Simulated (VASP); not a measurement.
Write the native input for VASP 6.6.1 that does the following.

```yaml
Task: single point
Functional: PBE
Potentials_or_basis: VASP PAW PBE potentials, release 64 (W_sv, S)
Cutoff: 520 eV
k_mesh: 11 × 11 × 11
Occupations: fermi-dirac, width 0.08 eV
Spin: no spin polarisation
Dipole_correction: no
Further_INCAR_settings: ALGO = Normal; EDIFF = 1e-06; NBANDS = 20
```

The structure of WS2 (fluorite type) lies in POSCAR:

```
WS2
1.0
    0.0000000000      2.9371894840      2.9371894840
    2.9371894840      0.0000000000      2.9371894840
    2.9371894840      2.9371894840      0.0000000000
W S
1 2
Direct
    0.0000000000      0.0000000000      0.0000000000
    0.2500000000      0.2500000000      0.2500000000
    0.7500000000      0.7500000000      0.7500000000
```

One way to write it, as run:

INCAR

```
ALGO     = Normal         # electronic algorithm
EDIFF    = 1E-6           # SCF threshold, eV
ENCUT    = 520            # plane-wave cutoff, eV
GGA      = PE             # functional
ISIF     = 2              # what is computed and relaxed
ISMEAR   = -1             # smearing method
LASPH    = T              # aspherical terms in the spheres
LCHARG   = T              # write CHGCAR
LELF     = T              # ELF
LREAL    = F              # projectors in reciprocal space
LVHAR    = T            
LWAVE    = F              # write WAVECAR
NBANDS   = 20             # bands
NELM     = 60             # most SCF steps
PREC     = Accurate       # precision mode
SIGMA    = 0.08           # smearing width, eV
```

KPOINTS

```
k-points
0
Gamma
  11 11 11
```

Potentials or basis: VASP PAW PBE potentials, release 64 (W_sv, S).

The run is started by

```bash
$ cat potpaw_PBE.64/W_sv/POTCAR potpaw_PBE.64/S/POTCAR > POTCAR
$ mpirun -np 1 vasp_std > vasp.out
```

Results of the run:

```
Pressure               : 0.1 GPa
Band gap on the k mesh : zero (bands 13 and 14 overlap by 1.14 eV)
```

Caveat: spin-orbit coupling is left out, which moves the levels of the heavy elements.

Wall time 81 s on 1 thread of Intel Xeon 8259CL, on a shared host, peak memory 0.2 GiB.
